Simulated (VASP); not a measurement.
# Cr (P6_3/mmc) in VASP: a series of runs

Cr is run at these levels: LDA, PBE+D4, PBEsol, r2SCAN; tasks: single point, relaxation of cell and atoms.

All numbers are computed with VASP 6.6.1; they aren't measurements. Logs are shortened: lines on timing, memory, paths and dates and some standing lists are left out, and cuts for length are marked.

## 1. The cell of the first run

Symmetry: P6_3/mmc, No. 194, hexagonal system. The conventional cell has a = 2.714 Å, b = 2.714 Å, c = 4.410 Å, α = 90.00°, β = 90.00°, γ = 120.00°. Within 3.6 Å of Cr (site symmetry -6m2) lie 12 Cr at 2.71 Å.

This isn't the form of Cr at room conditions, which is bcc.

## 2. Single point, LDA, collinear spin, ferromagnetic start

INCAR reads:

```
PREC = Accurate
ENCUT = 520
EDIFF = 1E-6
ISMEAR = -1
SIGMA = 0.05
LREAL = False
LASPH = True
NELM = 150
ALGO = Normal
ISIF = 2
LWAVE = False
LCHARG = True
ISPIN = 2
MAGMOM = 3 3
LORBIT = 11
LMAXMIX = 4
GGA = CA
LELF = True
LVHAR = True
NBANDS = 23
```

KPOINTS reads:

```
regular mesh
0
Gamma
  11 11 6
```

POSCAR reads:

```
Cr
1.0
    2.7140000000      0.0000000000      0.0000000000
   -1.3570000000      2.3503929459      0.0000000000
    0.0000000000      0.0000000000      4.4100000000
Cr
2
Direct
    0.6666666667      0.3333333333      0.7500000000
    0.3333333333      0.6666666667      0.2500000000
```

Potentials or basis: VASP PAW LDA potentials, release 64 (Cr_pv).

Run with:

```
$ cat potpaw_LDA.64/Cr_pv/POTCAR > POTCAR
$ mpirun -np 1 vasp_std > vasp.out
```

OUTCAR:

```text
PREC = Accurate
   ENCUT = 520
   EDIFF = 1E-6
   ISMEAR = -1
   LREAL = False
   LASPH = True
   NELM = 150
   ISIF = 2
   ISPIN = 2
   LORBIT = 11
   GGA = CA

 ion  position               nearest neighbor table
   1  0.667  0.333  0.750-   2 2.71   2 2.71   2 2.71   2 2.71   2 2.71   2 2.71
   2  0.333  0.667  0.250-   1 2.71   1 2.71   1 2.71   1 2.71   1 2.71   1 2.71

  LATTYP: Found a hexagonal cell.
 ALAT       =     2.7140000000
 C/A-ratio  =     1.6249078850

  Lattice vectors:

 A1 = (   2.7140000000,   0.0000000000,   0.0000000000)
 A2 = (  -1.3570000000,   2.3503929459,   0.0000000000)
 A3 = (   0.0000000000,   0.0000000000,   4.4100000000)

Analysis of symmetry for initial positions (statically):
=====================================================================
 Subroutine PRICEL returns:
 Original cell was already a primitive cell.

 Routine SETGRP: Setting up the symmetry group for a
 hexagonal supercell.

 Subroutine GETGRP returns: Found 24 space group operations
 (whereof 12 operations were pure point group operations)
 out of a pool of 24 trial point group operations.

The static configuration has the point symmetry D_3d.
 The point group associated with its full space group is D_6h.

Analysis of symmetry for dynamics (positions and initial velocities):
=====================================================================
 Subroutine PRICEL returns:
 Original cell was already a primitive cell.

 Routine SETGRP: Setting up the symmetry group for a
 hexagonal supercell.

 Subroutine GETGRP returns: Found 24 space group operations
 (whereof 12 operations were pure point group operations)
 out of a pool of 24 trial point group operations.

The dynamic configuration has the point symmetry D_3d.
 The point group associated with its full space group is D_6h.

Analysis of structural, dynamic, and magnetic symmetry:
=====================================================================
 Subroutine PRICEL returns:
 Original cell was already a primitive cell.

 Routine SETGRP: Setting up the symmetry group for a
 hexagonal supercell.

 Subroutine GETGRP returns: Found 24 space group operations
 (whereof 12 operations were pure point group operations)
 out of a pool of 24 trial point group operations.

The overall configuration has the point symmetry D_3d.
 The point group associated with its full space group is D_6h.

 Subroutine INISYM returns: Found 24 space group operations
 (whereof 12 operations are pure point group operations),
 and found     1 'primitive' translations

----------------------------------------------------------------------------------------

                                     Primitive cell

  volume of cell :      28.1312

  direct lattice vectors                    reciprocal lattice vectors
     2.714000000  0.000000000  0.000000000     0.368459838  0.212730387  0.000000000
    -1.357000000  2.350392946  0.000000000     0.000000000  0.425460773  0.000000000
     0.000000000  0.000000000  4.410000000     0.000000000  0.000000000  0.226757370

  length of vectors
     2.714000000  2.714000000  4.410000000     0.425460773  0.425460773  0.226757370

  position of ions in fractional coordinates (direct lattice)
     0.666666667  0.333333333  0.750000000
     0.333333333  0.666666667  0.250000000

  ion indices of the primitive-cell ions
   primitive index   ion index
                 1           1
                 2           2

----------------------------------------------------------------------------------------

 KPOINTS: regular mesh

Automatic generation of k-mesh.
 Grid dimensions read from file:
 generate k-points for:   11   11    6

 Generating k-lattice:

  Cartesian coordinates                     Fractional coordinates (reciprocal lattice)
     0.033496349  0.019339126  0.000000000     0.090909091  0.000000000  0.000000000
     0.000000000  0.038678252  0.000000000     0.000000000  0.090909091  0.000000000
     0.000000000  0.000000000  0.037792895     0.000000000  0.000000000  0.166666667

  Length of vectors
[... 58 lines left out ...]
  band No.  band energies     occupation
      1     -34.6577      1.00000
      2     -34.5036      1.00000
      3     -34.4831      1.00000
      4     -34.4009      1.00000
      5     -34.3326      1.00000
      6     -34.2956      1.00000
[... 15 lines left out ...]
     22      21.2279      0.00000
     23      23.0983      0.00000

 [... further k-points ...]

 spin component 2

 k-point     1 :       0.0000    0.0000    0.0000
  band No.  band energies     occupation
      1     -34.5581      1.00000
      2     -34.1521      1.00000
      3     -34.1521      1.00000
      4     -34.0832      1.00000
      5     -34.0832      1.00000
      6     -34.0518      1.00000
[... 15 lines left out ...]
     22      26.1833      0.00000
     23      28.7855      0.00000

 k-point     2 :       0.0909   -0.0000    0.0000
  band No.  band energies     occupation
      1     -34.5447      1.00000
      2     -34.1818      1.00000
      3     -34.1616      1.00000
      4     -34.1140      1.00000
      5     -34.0879      1.00000
      6     -34.0569      1.00000
[... 15 lines left out ...]
     22      25.4332      0.00000
     23      27.4363      0.00000

 k-point     3 :       0.1818    0.0000    0.0000
  band No.  band energies     occupation
      1     -34.5070      1.00000
      2     -34.2619      1.00000
      3     -34.1952      1.00000
      4     -34.1863      1.00000
      5     -34.1010      1.00000
      6     -34.0725      1.00000
[... 15 lines left out ...]
     22      22.6355      0.00000
     23      25.8465      0.00000
[... 495 lines left out ...]
 k-point    23 :       0.0909    0.0909    0.1667
  band No.  band energies     occupation
      1     -34.4939      1.00000
      2     -34.2222      1.00000
      3     -34.2006      1.00000
      4     -34.1626      1.00000
      5     -34.1066      1.00000
      6     -34.0841      1.00000
[... 15 lines left out ...]
     22      24.1152      0.00000
     23      24.9839      0.00000

 k-point    24 :       0.1818    0.0909    0.1667
  band No.  band energies     occupation
      1     -34.4624      1.00000
      2     -34.3022      1.00000
      3     -34.2815      1.00000
      4     -34.1985      1.00000
      5     -34.1296      1.00000
      6     -34.0981      1.00000
[... 15 lines left out ...]
     22      21.3407      0.00000
     23      23.2065      0.00000

 [... further k-points ...]

------------------------ aborting loop because EDIFF is reached ----------------------------------------

  FORCE on cell =-STRESS in cart. coord.  units (eV):
  Direction    XX          YY          ZZ          XY          YZ          ZX
  --------------------------------------------------------------------------------------
  -------------------------------------------------------------------------------------
  Total       -7.3152595     -7.3152595     -5.8738844     -0.0000000     -0.0000000      0.0000000
  in kB     -416.6308385   -416.6308386   -334.5392401     -0.0000000     -0.0000000      0.0000000
  external PRESSURE =    -389.2669724 kB  Pullay stress =       0.0000000 kB

 VOLUME and BASIS-vectors are now :
 -----------------------------------------------------------------------------
  energy-cutoff  :      520.00
  volume of cell :       28.13
      direct lattice vectors                 reciprocal lattice vectors
     2.714000000  0.000000000  0.000000000     0.368459838  0.212730387  0.000000000
    -1.357000000  2.350392946  0.000000000     0.000000000  0.425460773  0.000000000
     0.000000000  0.000000000  4.410000000     0.000000000  0.000000000  0.226757370

 POSITION                                       TOTAL-FORCE (eV/Angst)
 -----------------------------------------------------------------------------------
      1.35700      0.78346      3.30750        -0.000000      0.000000      0.000000
     -0.00000      1.56693      1.10250         0.000000     -0.000000      0.000000
 -----------------------------------------------------------------------------------
    total drift:                               -0.000000      0.000000     -0.000000

  FREE ENERGIE OF THE ION-ELECTRON SYSTEM (eV)
  ---------------------------------------------------
  free  energy   TOTEN  =       -19.4661914783 eV

  energy  without entropy=      -19.4216039884  energy(sigma->0) =      -19.44389773

 total charge

# of ion       s       p       d       tot
------------------------------------------
    1        0.377   6.272   4.080  10.729
    2        0.377   6.272   4.080  10.729
--------------------------------------------------
tot          0.754  12.544   8.161  21.458

 magnetization (x)

# of ion       s       p       d       tot
------------------------------------------
    1        0.001   0.006   0.211   0.218
    2        0.001   0.006   0.211   0.218
--------------------------------------------------
tot          0.002   0.012   0.422   0.436
```

Wall time 37 s (1 thread of Intel Xeon 6975P-C (Granite Rapids), shared host); peak memory 0.17 GiB.

What came out:

| Item | Value |
| --- | --- |
| Free energy | -19.4662 eV |
| Pressure | -38.9 GPa |
| Net moment | 0.47 μB per cell |
| Site moments | Cr +0.22 μB |
| Valence electrons inside the program's atomic spheres | Cr 10.73 |

Stress tensor (GPa, compression positive):
```
-41.66   0.00   0.00
  0.00 -41.66   0.00
  0.00   0.00 -33.45
```

Caveat: the cell stands under tension; an empty level that is flat over the whole mesh can mark a ghost state of the potentials, or a narrow d or f band.

## 3. Relaxation of cell and atoms, PBE+D4, collinear spin, ferromagnetic start

INCAR reads:

```
SYSTEM = Cr
PREC     = Accurate       ! precision mode
ENCUT    = 600            ! plane-wave cutoff, eV
EDIFF    = 1E-6           ! SCF threshold, eV
ISMEAR   = -1             ! smearing method
SIGMA    = 0.05           ! smearing width, eV
LREAL    = .False.        ! projectors in reciprocal space
LASPH    = .True.         ! aspherical terms in the spheres
NELM     = 150            ! most SCF steps
ALGO     = Normal         ! electronic algorithm
ISIF     = 3              ! what is computed and relaxed
LWAVE    = .False.        ! write WAVECAR
LCHARG   = .False.        ! write CHGCAR
ISPIN    = 2              ! spin polarisation
MAGMOM   = 3 3            ! initial moments
LORBIT   = 11             ! projections on sites
LMAXMIX  = 4              ! l up to which the mixer works
GGA      = PE             ! functional
IVDW     = 13             ! dispersion correction
IBRION   = 2              ! ionic algorithm
NSW      = 60             ! ionic steps
EDIFFG   = -0.01          ! ionic threshold
```

KPOINTS reads:

```
Automatic mesh
0
Gamma
  11 11 6
  0 0 0
```

POSCAR is that of step 2.

Potentials or basis: VASP PAW PBE potentials, release 64 (Cr_pv).

Run with:

```
$ cat potpaw_PBE.64/Cr_pv/POTCAR > POTCAR
$ mpirun -np 1 vasp_std > vasp.out
```

Wall time 4.9 min (1 thread of Intel Xeon 6975P-C (Granite Rapids), shared host); peak memory 0.21 GiB.

Results (log left out):

```yaml
Free_energy: -19.1296 eV
Relaxed_volume: 11.61 Å³/atom
Relaxed_cell: a = 2.464 Å, b = 2.464 Å, c = 4.418 Å, α = 90.00°, β = 90.00°, γ = 120.00°
Space_group_after_relaxing_to_0.1_Å: P6_3/mmc (No. 194)
Energy_gained_by_relaxing: 331.4 meV/atom
Ionic_steps: 14
Pressure_after_relaxing: 0.0 GPa
Band_gap_on_the_k_mesh: zero (filled and empty bands overlap)
Net_moment: 0.00 μB per cell
Valence_electrons_inside_the_program's_atomic_spheres: Cr 11.08
Dispersion_energy_per_atom: -0.447 eV
```

Step by step:
| step | energy change (eV) | largest force (eV/Å) | pressure (GPa) | volume (Å³) |
| --- | --- | --- | --- | --- |
| 1 | 0.0000 | 0.0000 | -29.57 | 28.13 |
| 2 | 0.3185 | 0.0000 | 80.21 | 18.83 |
| 3 | -0.5761 | 0.0000 | -1.53 | 23.32 |
| 4 | -0.5772 | 0.0000 | -0.04 | 23.18 |
| 5 | -0.5772 | 0.0000 | 1.03 | 23.08 |
| 6 | -0.6366 | 0.0000 | 3.37 | 22.88 |
| 7 | -0.5590 | 0.0000 | 13.18 | 22.32 |
| 8 | -0.6520 | 0.0000 | 5.29 | 22.75 |
| 9 | -0.6527 | 0.0000 | 6.02 | 22.70 |
| 10 | -0.6330 | 0.0000 | -7.59 | 24.06 |
| 11 | -0.6621 | 0.0000 | 0.61 | 23.19 |
| 12 | -0.6621 | 0.0000 | 0.68 | 23.18 |
| 13 | -0.6627 | 0.0000 | -0.17 | 23.24 |
| 14 | -0.6628 | 0.0000 | 0.02 | 23.23 |

Final structure:
```xyz
2
Lattice="2.4639 0.0000 0.0000 -1.2320 2.1338 0.0000 0.0000 0.0000 4.4178" Properties=species:S:1:pos:R:3 pbc="T T T"
Cr    1.2320    0.7113    3.3134
Cr    0.0000    1.4225    1.1045
```

Levels at points of the mesh, in eV from the Fermi level:
Spin up:
```csv
k point,band 10,band 11,band 12,band 13,band 14,band 15
"(0.00, 0.00, 0.00)",-0.37,-0.37,-0.26,-0.03,-0.03,1.10
"(0.00, 0.00, 0.50)",-1.68,-0.35,-0.35,-0.35,-0.35,1.84
```
Spin down:
```csv
k point,band 10,band 11,band 12,band 13,band 14,band 15
"(0.00, 0.00, 0.00)",-0.37,-0.37,-0.26,-0.03,-0.03,1.10
"(0.00, 0.00, 0.50)",-1.68,-0.35,-0.35,-0.35,-0.35,1.84
```

Caveat: the volume moved by over 15 % at a fixed basis, so the end points are rough.

## 4. Single point, PBEsol, collinear spin, ferromagnetic start

INCAR reads:

```
SYSTEM = Cr
PREC     = Accurate       ! precision mode
ENCUT    = 600            ! plane-wave cutoff, eV
EDIFF    = 1E-6           ! SCF threshold, eV
ISMEAR   = -1             ! smearing method
SIGMA    = 0.05           ! smearing width, eV
LREAL    = .FALSE.        ! projectors in reciprocal space
LASPH    = .TRUE.         ! aspherical terms in the spheres
NELM     = 200            ! most SCF steps
ALGO     = Normal         ! electronic algorithm
ISIF     = 2              ! what is computed and relaxed
LWAVE    = .FALSE.        ! write WAVECAR
LCHARG   = .FALSE.        ! write CHGCAR
ISPIN    = 2              ! spin polarisation
MAGMOM   = 3 3            ! initial moments
LORBIT   = 11             ! projections on sites
LMAXMIX  = 4              ! l up to which the mixer works
GGA      = PS             ! functional
NBANDS   = 25             ! bands
GGA_COMPAT= .FALSE.
```

KPOINTS reads:

```
Automatic mesh
0
G
  11 11 6
  0 0 0
```

POSCAR is that of step 3.

Potentials or basis: VASP PAW PBE potentials, release 64 (Cr_sv).

Run with:

```
$ cat potpaw_PBE.64/Cr_sv/POTCAR > POTCAR
$ mpirun -np 1 vasp_std > vasp.out
```

Wall time 3.3 min (1 thread of AMD EPYC 7R43 (Zen 3), shared host); peak memory 0.17 GiB.

The run converged. Its results:

* Free energy: -19.0823 eV
* Pressure: -34.2 GPa
* Net moment: 1.65 μB per cell
* Site moments: Cr +0.69 μB
* Valence electrons inside the program's atomic spheres: Cr 11.65

Stress tensor (GPa, compression positive):
```
-35.73   0.00   0.00
  0.00 -35.73   0.00
  0.00   0.00 -31.00
```

Levels at points of the mesh, in eV from the Fermi level:
Spin up:
```tsv
k point	band 11	band 12	band 13	band 14	band 15	band 16	band 17	band 18	band 19	band 20
(0.00, 0.00, 0.00)	-0.64	-0.64	-0.60	-0.27	-0.27	0.19	0.19	0.36	1.44	1.44
(0.00, 0.00, 0.50)	-1.10	-1.10	-0.70	-0.70	-0.70	-0.70	1.09	1.09	1.09	1.09
```
Spin down:
```tsv
k point	band 9	band 10	band 11	band 12	band 13	band 14	band 15	band 16	band 17	band 18
(0.00, 0.00, 0.00)	-6.87	-3.12	-0.01	0.05	0.05	0.44	0.44	0.64	0.94	0.94
(0.00, 0.00, 0.50)	-4.90	-4.90	-0.58	-0.58	0.00	0.00	0.00	0.00	1.85	1.85
```

Caveat: the cell stands under tension; the PAW data sets were made with another functional, which shifts forces and pressure a little.

## 5. Single point, r2SCAN, collinear spin, ferromagnetic start

This run uses another cell than the first one, of 13.50 Å³/atom.

POSCAR reads:

```
Cr
1.0
    2.6773198279      0.0000000000      0.0000000000
   -1.3386599139      2.3186269850      0.0000000000
    0.0000000000      0.0000000000      4.3503980991
Cr
2
Direct
    0.6666666667      0.3333333333      0.7500000000
    0.3333333333      0.6666666667      0.2500000000
```

INCAR.step1 reads:

```
SYSTEM = Cr
PREC = Accurate
ENCUT = 520
ISMEAR = -1
SIGMA = 0.05
LREAL = .FALSE.
LASPH = .TRUE.
NELM = 150
ISPIN = 2
MAGMOM = 3 3
LMAXMIX = 4
NBANDS = 23
GGA = PE
ALGO = Normal
EDIFF = 1E-4
LWAVE = .TRUE.
LCHARG = .FALSE.
```

INCAR.step2 reads:

```
SYSTEM = Cr
PREC = Accurate
ENCUT = 520
EDIFF = 1E-7
ISMEAR = -1
SIGMA = 0.05
LREAL = .FALSE.
LASPH = .TRUE.
NELM = 150
ALGO = Normal
ISIF = 2
LWAVE = .FALSE.
LCHARG = .TRUE.
ISPIN = 2
MAGMOM = 3 3
LORBIT = 11
LMAXMIX = 4
METAGGA = R2SCAN
LMIXTAU = .TRUE.
LELF = .TRUE.
LVHAR = .TRUE.
NBANDS = 23
ISTART = 1
```

KPOINTS is that of step 4.

Potentials or basis: VASP PAW PBE potentials, release 64 (Cr_pv).

Run with:

```
$ cat potpaw_PBE.64/Cr_pv/POTCAR > POTCAR
$ cp INCAR.step1 INCAR
$ mpirun -np 1 vasp_std > vasp.out
$ cp INCAR.step2 INCAR
$ mpirun -np 1 vasp_std > vasp.out
```

Wall time 3.6 min (1 thread of Intel Xeon Platinum 8488C (Sapphire Rapids), shared host); peak memory 0.19 GiB.

It converged, with:

| Quantity | Value |
| --- | --- |
| Free energy | -28.4387 eV |
| Pressure | -11.9 GPa |
| Net moment | 3.81 μB per cell |
| Site moments | Cr +1.85 μB |
| Valence electrons inside the program's atomic spheres | Cr 11.03 |

Stress tensor (GPa, compression positive):
```
 -9.57   0.00   0.00
  0.00  -9.57   0.00
  0.00   0.00 -16.44
```

Levels at points of the mesh, in eV from the Fermi level:
Spin up:
```
           k point  band 12  band 13  band 14  band 15  band 16  band 17
(0.00, 0.00, 0.00)    -1.00    -1.00    -0.68    -0.68    -0.02     0.67
(0.00, 0.00, 0.50)    -1.48    -1.48    -1.48     0.32     0.32     0.32
```
Spin down:
| k point | band 7 | band 8 | band 9 | band 10 | band 11 | band 12 | band 13 | band 14 |
| --- | --- | --- | --- | --- | --- | --- | --- | --- |
| (0.00, 0.00, 0.00) | -7.75 | -3.23 | 0.26 | 0.64 | 0.76 | 0.76 | 1.23 | 1.23 |
| (0.00, 0.00, 0.50) | -5.56 | -5.56 | -0.21 | -0.21 | 0.73 | 0.73 | 0.73 | 0.73 |

Caveat: the cell stands under tension; the PAW data sets were made with another functional, which shifts forces and pressure a little.

## 6. The runs side by side

```tsv
level	potentials or basis	cell	cutoff (eV)	gap on the mesh (eV)	pressure (GPa)	moment (μB)
LDA	VASP PAW LDA potentials, release 64 (Cr_pv)	a = 2.714, b = 2.714, c = 4.410 Å, angles 90.0, 90.0, 120.0°, 2 atoms	520	none	-38.9	0.47
PBEsol	VASP PAW PBE potentials, release 64 (Cr_sv)	a = 2.714, b = 2.714, c = 4.410 Å, angles 90.0, 90.0, 120.0°, 2 atoms	600	none	-34.2	1.65
r2SCAN	VASP PAW PBE potentials, release 64 (Cr_pv)	a = 2.677, b = 2.677, c = 4.350 Å, angles 90.0, 90.0, 120.0°, 2 atoms	520	none	-11.9	3.81
```

Alike in all rows: task single point; spin collinear, ferromagnetic start; k mesh 11 × 11 × 6; smearing fermi-dirac 0.05 eV.

Caveats: the cell stands under tension; the PAW data sets were made with another functional, which shifts forces and pressure a little (at least some runs); an empty level that is flat over the whole mesh can mark a ghost state of the potentials, or a narrow d or f band (at least some runs).

Total energies depend on the potentials used, so only differences within one code and one set of settings carry meaning.
